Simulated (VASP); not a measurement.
# Y2Zn3N4 (C2/c) in VASP: electric field gradients with r2SCAN

Aim: the electric field gradients of Y2Zn3N4 with r2SCAN.

All numbers are computed with VASP 6.6.1; they aren't measurements. Logs are shortened: lines on timing, memory, paths and dates and some standing lists are left out, and cuts for length are marked.

## 1. The cell of the first run

It takes space group C2/c (No. 15, monoclinic). Conventional cell: a = 11.606 Å, b = 7.179 Å, c = 6.346 Å, α = 90.00°, β = 91.72°, γ = 90.00°. Within 3.1 Å of Y (site symmetry 1) lie 6 N at 2.36 to 2.80 Å and 2 Zn at 2.90 to 2.94 Å. Zn (site symmetry 1) has 3 N at 1.97 to 2.11 Å within 2.6 Å. Zn (site symmetry 2) has 2 N at 1.84 Å within 2.4 Å. Within 2.6 Å of N (site symmetry 1) lie 2 Zn at 1.98 to 2.11 Å and 3 Y at 2.36 to 2.43 Å. Within 2.4 Å of N (site symmetry 1) lie 2 Zn at 1.84 to 1.97 Å.

## 2. Electric field gradients, r2SCAN

File POSCAR:

```
Y2Zn3N4
1.0
    5.8027544415     -3.5896168198      0.0000000000
    5.8027544415      3.5896168198      0.0000000000
   -0.1899683395      0.0000000000      6.3428503488
Y Zn N
4 6 8
Direct
    0.4861280000      0.2300490000      0.6416420000
    0.7699510000      0.5138720000      0.8583580000
    0.5138720000      0.7699510000      0.3583580000
    0.2300490000      0.4861280000      0.1416420000
    0.2365350000      0.0683460000      0.0299780000
    0.9316540000      0.7634650000      0.4700220000
    0.7634650000      0.9316540000      0.9700220000
    0.0683460000      0.2365350000      0.5299780000
    0.2608805000      0.7391195000      0.7500000000
    0.7391195000      0.2608805000      0.2500000000
    0.3127830000      0.1540390000      0.3319300000
    0.8459610000      0.6872170000      0.1680700000
    0.6872170000      0.8459610000      0.6680700000
    0.1540390000      0.3127830000      0.8319300000
    0.6490670000      0.2521130000      0.9758150000
    0.7478870000      0.3509330000      0.5241850000
    0.3509330000      0.7478870000      0.0241850000
    0.2521130000      0.6490670000      0.4758150000
```

File INCAR.step1:

```
SYSTEM = Y2Zn3N4
ALGO     = Normal         ! electronic algorithm
EDIFF    = 1E-5           ! SCF threshold, eV
ENCUT    = 580            ! plane-wave cutoff, eV
GGA      = PE             ! functional
GGA_COMPAT= .False.      
ISMEAR   = -1             ! smearing method
KPAR     = 4            
LASPH    = .True.         ! aspherical terms in the spheres
LCHARG   = .False.        ! write CHGCAR
LREAL    = .False.        ! projectors in reciprocal space
LWAVE    = .True.         ! write WAVECAR
NBANDS   = 93             ! bands
NELM     = 120            ! most SCF steps
PREC     = Accurate       ! precision mode
SIGMA    = 0.02           ! smearing width, eV
```

File INCAR.step2:

```
SYSTEM = Y2Zn3N4
ALGO     = Normal         ! electronic algorithm
EDIFF    = 1E-7           ! SCF threshold, eV
ENCUT    = 580            ! plane-wave cutoff, eV
GGA_COMPAT= .False.      
ISIF     = 2              ! what is computed and relaxed
ISMEAR   = -1             ! smearing method
ISTART   = 1            
KPAR     = 4            
LASPH    = .True.         ! aspherical terms in the spheres
LCHARG   = .False.        ! write CHGCAR
LEFG     = .True.       
LMIXTAU  = .True.       
LREAL    = .False.        ! projectors in reciprocal space
LWAVE    = .False.        ! write WAVECAR
METAGGA  = R2SCAN         ! meta-GGA
NBANDS   = 93             ! bands
NELM     = 120            ! most SCF steps
PREC     = Accurate       ! precision mode
SIGMA    = 0.02           ! smearing width, eV
```

File KPOINTS:

```
k-points
0
Gamma
  5 5 5
  0 0 0
```

Potentials or basis: VASP PAW PBE potentials, release 64 (Y_sv, Zn, N).

Command:

```bash
cat potpaw_PBE.64/Y_sv/POTCAR potpaw_PBE.64/Zn/POTCAR potpaw_PBE.64/N/POTCAR > POTCAR
cp INCAR.step1 INCAR
mpirun -np 4 vasp_std > vasp.out
cp INCAR.step2 INCAR
mpirun -np 4 vasp_std > vasp.out
```

OUTCAR:

```text
SYSTEM = Y2Zn3N4
   EDIFF = 1E-7
   ENCUT = 580
   ISIF = 2
   ISMEAR = -1
   ISTART = 1
   LASPH = .True.
   LREAL = .False.
   METAGGA = R2SCAN
   NELM = 120
   PREC = Accurate

 ion  position               nearest neighbor table
   1  0.486  0.230  0.642-  13 2.36  15 2.40  16 2.42  14 2.42  11 2.43  18 2.80   8 2.90   7 2.94
                            10 3.13   9 3.17   6 3.45   5 3.50   3 3.51   2 3.53   4 3.67   4 3.67
   2  0.770  0.514  0.858-  14 2.36  16 2.40  15 2.42  13 2.42  12 2.43  17 2.80   7 2.90   8 2.94
                            10 3.13   9 3.17   5 3.45   6 3.50   4 3.51   1 3.53   3 3.67   3 3.67
   3  0.514  0.770  0.358-  11 2.36  17 2.40  18 2.42  12 2.42  13 2.43  16 2.80   6 2.90   5 2.94
                             9 3.13  10 3.17   8 3.45   7 3.50   1 3.51   4 3.53   2 3.67   2 3.67
   4  0.230  0.486  0.142-  12 2.36  18 2.40  17 2.42  11 2.42  14 2.43  15 2.80   5 2.90   6 2.94
                             9 3.13  10 3.17   7 3.45   8 3.50   2 3.51   3 3.53   1 3.67   1 3.67
   5  0.237  0.068  0.030-  17 1.97  14 1.98  11 2.11   9 2.78   4 2.90   3 2.94   2 3.45   1 3.50
[... 11 lines left out ...]
  11  0.313  0.154  0.332-   8 1.98   5 2.11   3 2.36   4 2.42   1 2.43
  12  0.846  0.687  0.168-   7 1.98   6 2.11   4 2.36   3 2.42   2 2.43
  13  0.687  0.846  0.668-   6 1.98   7 2.11   1 2.36   2 2.42   3 2.43
  14  0.154  0.313  0.832-   5 1.98   8 2.11   2 2.36   1 2.42   4 2.43
  15  0.649  0.252  0.976-  10 1.84   7 1.97   1 2.40   2 2.42   4 2.80
  16  0.748  0.351  0.524-  10 1.84   8 1.97   2 2.40   1 2.42   3 2.80
  17  0.351  0.748  0.024-   9 1.84   5 1.97   3 2.40   4 2.42   2 2.80
  18  0.252  0.649  0.476-   9 1.84   6 1.97   4 2.40   3 2.42   1 2.80

  LATTYP: Found a base centered monoclinic cell.
 ALAT       =    11.6055088830
 B/A-ratio  =     0.6186056736
 C/A-ratio  =     0.5467829589
 COS(beta)  =    -0.0299365719

  Lattice vectors:

 A1 = (   5.8027544415,  -3.5896168198,   0.0000000000)
 A2 = (   5.8027544415,   3.5896168198,   0.0000000000)
 A3 = (  -0.1899683395,   0.0000000000,   6.3428503488)

Analysis of symmetry for initial positions (statically):
=====================================================================
 Subroutine PRICEL returns:
 Original cell was already a primitive cell.

 Routine SETGRP: Setting up the symmetry group for a
 base centered monoclinic supercell.

 Subroutine GETGRP returns: Found  4 space group operations
 (whereof  2 operations were pure point group operations)
 out of a pool of  4 trial point group operations.

The static configuration has the point symmetry S_2 .
 The point group associated with its full space group is C_2h.

Analysis of symmetry for dynamics (positions and initial velocities):
=====================================================================
 Subroutine PRICEL returns:
 Original cell was already a primitive cell.

 Routine SETGRP: Setting up the symmetry group for a
 base centered monoclinic supercell.

 Subroutine GETGRP returns: Found  4 space group operations
 (whereof  2 operations were pure point group operations)
 out of a pool of  4 trial point group operations.

The dynamic configuration has the point symmetry S_2 .
 The point group associated with its full space group is C_2h.

 Subroutine INISYM returns: Found  4 space group operations
 (whereof  2 operations are pure point group operations),
 and found     1 'primitive' translations

----------------------------------------------------------------------------------------

                                     Primitive cell

  volume of cell :     264.2389

  direct lattice vectors                    reciprocal lattice vectors
     5.802754442 -3.589616820  0.000000000     0.086165976 -0.139290633  0.002580671
     5.802754442  3.589616820  0.000000000     0.086165976  0.139290633  0.002580671
    -0.189968339  0.000000000  6.342850349     0.000000000  0.000000000  0.157657827

  length of vectors
     6.823291583  6.823291583  6.345694487     0.163808168  0.163808168  0.157657827

  position of ions in fractional coordinates (direct lattice)
     0.486128000  0.230049000  0.641642000
     0.769951000  0.513872000  0.858358000
     0.513872000  0.769951000  0.358358000
     0.230049000  0.486128000  0.141642000
     0.236535000  0.068346000  0.029978000
[... 119 lines left out ...]
   EMIN   =  10.00;   EMAX   =-10.00  energy-range for DOS
   EFERMI =   0.00;   METHOD = LEGACY
   ISMEAR =    -1;   SIGMA  =   0.02  broadening in eV -4-tet -1-fermi 0-gaus
   EFERMI_NEDOS =   21; number of points for ismear=-14 and -15
   IALGO  =     38    algorithm
   IMIX   =      4    mixing-type and parameters
     AMIX     =   0.40;   BMIX     =  1.00
     AMIX_MAG =   1.60;   BMIX_MAG =  1.00
  volume/ion in A,a.u.               =      14.68        99.07
  Fermi-wavevector in a.u.,A,eV,Ry     =   1.373359  2.595272 25.662156  1.886115
  Thomas-Fermi vector in A             =   2.498883
   LORBIT       =      0    0 simple, 1 ext, 2 COOP (PROOUT), +10 PAW based schemes
   METAGGA = R2SCAN    functional components
   LHFCALC =     F    Hartree Fock is set to
   AEXX    =    0.0000 exact exchange contribution
   IVDW    =     0    specifies the selected vdW correction
   LEPSILON=     F    determine dielectric tensor
   LRPA    =     F    only Hartree local field effects (RPA)
 non-spin polarized calculation
  energy-cutoff  :      580.00
  volume of cell :      264.24
 maximum number of plane-waves:      8418
 NGX is ok and might be reduce to    54
   NGX = 27   NGY = 27   NGZ = 25

 number of electron     155.9999999 magnetization

 Free energy of the ion-electron system (eV)
  ---------------------------------------------------
  ext. energy  EPLUGINS =         0.00000000
  ---------------------------------------------------
  free energy    TOTEN  =      -222.62604239 eV

  energy without entropy =     -222.62604239  energy(sigma->0) =     -222.62604239

 E-fermi :   2.9743     XC(G=0): -11.3711

 val. band max:        2.4763772110   @ k =   0.0000   0.0000   0.0000
 cond. band min:       4.1167867411   @ k =   0.0000   0.0000   0.0000
 fundamental gap:      1.6404095301
 Fermi energy:         2.9742801839

 k-point     1 :       0.0000    0.0000    0.0000
  band No.  band energies     occupation
      1     -40.0115      2.00000
      2     -39.9749      2.00000
      3     -39.9742      2.00000
      4     -39.9727      2.00000
      5     -19.7496      2.00000
      6     -19.6595      2.00000
[... 2221 lines left out ...]
     89       7.4158      0.00000
     90       7.5096      0.00000

 [... further k-points ...]

 [bands above 90 left out]

------------------------ aborting loop because EDIFF is reached ----------------------------------------

  FORCE on cell =-STRESS in cart. coord.  units (eV):
  Direction    XX          YY          ZZ          XY          YZ          ZX
  --------------------------------------------------------------------------------------
  -------------------------------------------------------------------------------------
  Total       -5.3791938     -5.2523042     -7.3439457      0.0000000      0.0000000     -0.8985925
  in kB      -32.6160249    -31.8466464    -44.5290360      0.0000000      0.0000000     -5.4484957
  external PRESSURE =     -36.3305691 kB  Pullay stress =       0.0000000 kB

 VOLUME and BASIS-vectors are now :
 -----------------------------------------------------------------------------
  energy-cutoff  :      580.00
  volume of cell :      264.24
      direct lattice vectors                 reciprocal lattice vectors
     5.802754442 -3.589616820  0.000000000     0.086165976 -0.139290633  0.002580671
     5.802754442  3.589616820  0.000000000     0.086165976  0.139290633  0.002580671
    -0.189968339  0.000000000  6.342850349     0.000000000  0.000000000  0.157657827

 POSITION                                       TOTAL-FORCE (eV/Angst)
 -----------------------------------------------------------------------------------
      4.03391     -0.91923      4.06984        -0.001842     -0.000975      0.019034
      7.28665     -0.91923      5.44444         0.001842     -0.000975     -0.019034
      7.38163      0.91923      2.27301         0.001842      0.000975     -0.019034
      4.12889      0.91923      0.89841        -0.001842      0.000975      0.019034
      1.76345     -0.60373      0.19015         0.041907     -0.061866      0.016294
      9.74707     -0.60373      2.98128        -0.041907     -0.061866     -0.016294
[... 10 lines left out ...]
      6.37159      1.42491      0.15340         0.006927      0.138381     -0.200939
      5.13894      1.42491      3.01802        -0.006927      0.138381      0.200939
 -----------------------------------------------------------------------------------
    total drift:                                0.000000     -0.000000     -0.000000

  FREE ENERGIE OF THE ION-ELECTRON SYSTEM (eV)
  ---------------------------------------------------
  free  energy   TOTEN  =      -222.6260423872 eV

  energy  without entropy=     -222.6260423872  energy(sigma->0) =     -222.62604239

 Electric field gradients (V/A^2)
---------------------------------------------------------------------
 ion       V_xx      V_yy      V_zz      V_xy      V_xz      V_yz
---------------------------------------------------------------------
   1     -27.731    26.830     0.900    33.699   -11.053    11.528
   2     -27.731    26.830     0.900   -33.699   -11.053   -11.528
   3     -27.731    26.830     0.900    33.699   -11.053    11.528
   4     -27.731    26.830     0.900   -33.699   -11.053   -11.528
   5      33.057     0.796   -33.854  -125.202   -11.852    43.844
   6      33.057     0.796   -33.854   125.202   -11.852   -43.844
[... 10 lines left out ...]
  17     -16.973    13.507     3.467     6.790    15.079   -14.913
  18     -16.973    13.507     3.467    -6.790    15.079    14.913
---------------------------------------------------------------------

 Electric field gradients after diagonalization (V/A^2)
 (convention: |V_zz| > |V_xx| > |V_yy|)
----------------------------------------------------------------------
 ion       V_xx      V_yy      V_zz     asymmetry (V_yy - V_xx)/ V_zz
----------------------------------------------------------------------
   1      43.699     4.671   -48.369       0.807
   2      43.699     4.671   -48.369       0.807
   3      43.699     4.671   -48.369       0.807
   4      43.699     4.671   -48.369       0.807
   5    -117.382   -33.635   151.017       0.555
   6    -117.382   -33.635   151.017       0.555
[... 10 lines left out ...]
  17      24.546     4.616   -29.163       0.683
  18      24.546     4.616   -29.163       0.683
----------------------------------------------------------------------

           NMR quadrupolar parameters

 Cq : quadrupolar parameter    Cq=e*Q*V_zz/h
 eta: asymmetry parameters     (V_yy - V_xx)/ V_zz
 Q  : nuclear electric quadrupole moment in mb (millibarn)
----------------------------------------------------------------------
 ion       Cq(MHz)       eta       Q (mb)
----------------------------------------------------------------------
   1      -0.117       0.807       1.000
   2      -0.117       0.807       1.000
   3      -0.117       0.807       1.000
   4      -0.117       0.807       1.000
   5       0.365       0.555       1.000
   6       0.365       0.555       1.000
[... 10 lines left out ...]
  17      -0.071       0.683       1.000
  18      -0.071       0.683       1.000
----------------------------------------------------------------------
```

Wall time 21 min (4 MPI ranks of AMD EPYC 9R14 (Zen 4), shared host); peak memory 1 GiB.

What came out:

| Item | Value |
| --- | --- |
| Free energy | -222.6260 eV |
| Pressure | -3.6 GPa |
| Largest force | 0.244 eV/Å |
| Band gap on the k mesh | 1.64 eV, direct |

Forces on the atoms (eV/Å):
```
Y   -0.002 -0.001  0.019
Y    0.002 -0.001 -0.019
Y    0.002  0.001 -0.019
Y   -0.002  0.001  0.019
Zn   0.042 -0.062  0.016
Zn  -0.042 -0.062 -0.016
Zn  -0.042  0.062 -0.016
Zn   0.042  0.062  0.016
Zn   0.000 -0.035  0.000
Zn   0.000  0.035  0.000
N   -0.118  0.082  0.006
N    0.118  0.082 -0.006
N    0.118 -0.082 -0.006
N   -0.118 -0.082  0.006
N   -0.007 -0.138  0.201
N    0.007 -0.138 -0.201
N    0.007  0.138 -0.201
N   -0.007  0.138  0.201
```

Electric field gradients, principal values (V/Å²):
```csv
atom,least,middle,greatest (by size)
1 Y,4.671,43.699,-48.369
2 Y,4.671,43.699,-48.369
3 Y,4.671,43.699,-48.369
4 Y,4.671,43.699,-48.369
5 Zn,-33.635,-117.382,151.017
6 Zn,-33.635,-117.382,151.017
7 Zn,-33.635,-117.382,151.017
8 Zn,-33.635,-117.382,151.017
9 Zn,99.421,106.332,-205.753
10 Zn,99.421,106.332,-205.753
11 N,3.216,33.991,-37.207
12 N,3.216,33.991,-37.207
13 N,3.216,33.991,-37.207
14 N,3.216,33.991,-37.207
15 N,4.616,24.546,-29.163
16 N,4.616,24.546,-29.163
17 N,4.616,24.546,-29.163
18 N,4.616,24.546,-29.163
```

Caveat: without QUAD_EFG the Cq values of the log hold for a quadrupole moment of 1 mb, not for the nuclei; the PAW data sets were made with another functional, which shifts forces and pressure a little. r2SCAN opens gaps a little over a GGA but as a rule still falls short of measured ones.
